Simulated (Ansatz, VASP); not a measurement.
**GaN: VASP beside Ansatz**

```
CELL_PARAMETERS angstrom
4.71879 0.00000 0.00000
-2.35940 4.08659 0.00000
0.00000 0.00000 3.38898
ATOMIC_POSITIONS crystal
Ga 0.00000 0.00000 0.94483
N 0.00000 0.00000 0.44483
```

Alike in both runs: functional PBE; k mesh 6 × 6 × 6; occupations gaussian, width 0.1 eV; no spin polarisation.

Ansatz relaxed the structure, and its values are those at the end. VASP's run is a single point on that final structure, the one shown.

|  | VASP | Ansatz |
| --- | --- | --- |
| version | VASP 6.6.1 | Ansatz 0.2.0 |
| potentials or method | VASP PAW PBE potentials, release 64 (Ga_d, N), cutoff 520 eV | scalar-relativistic, plane waves, PAW |
| valence electrons in the cell | 18 | 18 |

```csv
,VASP,Ansatz,Ansatz less VASP
gap on the k mesh at the Fermi level (eV),0.83,0.84,+0.004
least direct gap on the mesh (eV),2.46,2.47,+0.006
pressure (GPa),-0.2,0.1,+0.29
```

The functional is the same, so the differences come from potentials, cutoffs and numerics.
